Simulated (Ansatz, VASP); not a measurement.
**NiSb in VASP and in Ansatz**

The input INCAR:

```
  PREC = Accurate
  ENCUT = 520
  EDIFF = 1E-6
  ISMEAR = 0
  SIGMA = 0.05
  LREAL = F
  LASPH = T
  NELM = 150
  ALGO = Normal
  ISIF = 2
  LWAVE = F
  LCHARG = F
  ISPIN = 2
  MAGMOM = 0.05 0
  LORBIT = 11
  LMAXMIX = 4
  GGA = PE
  NBANDS = 18
```

The input KPOINTS:

```
regular mesh
0
Gamma
  12 12 12
```

POSCAR

```
NiSb
1.0
    0.0000000000      2.6337378275      2.6337378275
    2.6337378275      0.0000000000      2.6337378275
    2.6337378275      2.6337378275      0.0000000000
Ni Sb
1 1
Direct
    0.5000000000      0.5000000000      0.5000000000
    0.0000000000      0.0000000000      0.0000000000
```

Input for Ansatz:

```yaml
crystal:
  lattice:
    - [0.0, 2.6337378275, 2.6337378275]
    - [2.6337378275, 0.0, 2.6337378275]
    - [2.6337378275, 2.6337378275, 0.0]
  atoms:
    - { symbol: Ni, position: [0.5, 0.5, 0.5], spin: 0.05 }
    - { symbol: Sb, position: [0.0, 0.0, 0.0] }
basis:
  ecutwfc: 420
  ecutrho_ratio: 4
kpoints:
  mp_grid: { grid: [12, 12, 12] }
hamiltonian:
  xc: pbe
scf:
  occupations: { method: gaussian, width: 0.05 }
output:
  forces: true
  stress: true
  eigenvalues: true
  populations: true
magnetization:
  spin_polarized: true
```

Alike in both runs: task single point; functional PBE; k mesh 12 × 12 × 12; occupations gaussian, width 0.05 eV; collinear spin.

```csv
,VASP,Ansatz
version,VASP 6.6.1,Ansatz 0.2.0
potentials or method,"VASP PAW PBE potentials, release 64 (Ni, Sb), cutoff 520 eV","scalar-relativistic, plane waves, PAW"
valence electrons in the cell,15,33
```

|  | VASP | Ansatz | Ansatz less VASP |
| --- | --- | --- | --- |
| gap on the k mesh at the Fermi level (eV) | none | none | - |
| pressure (GPa) | 0.4 | 0.0 | -0.36 |
| net moment per atom (μB) | 0.00 | 0.00 | 0.000 |

A gap of «none» marks a metal or a gap that the smearing closes. VASP's potentials hold 15 valence electrons a cell and Ansatz's 33, so a difference there can come from the potentials and not from the codes. Ansatz's warnings: seeded moment not kept.

Neither program's run includes spin-orbit coupling.
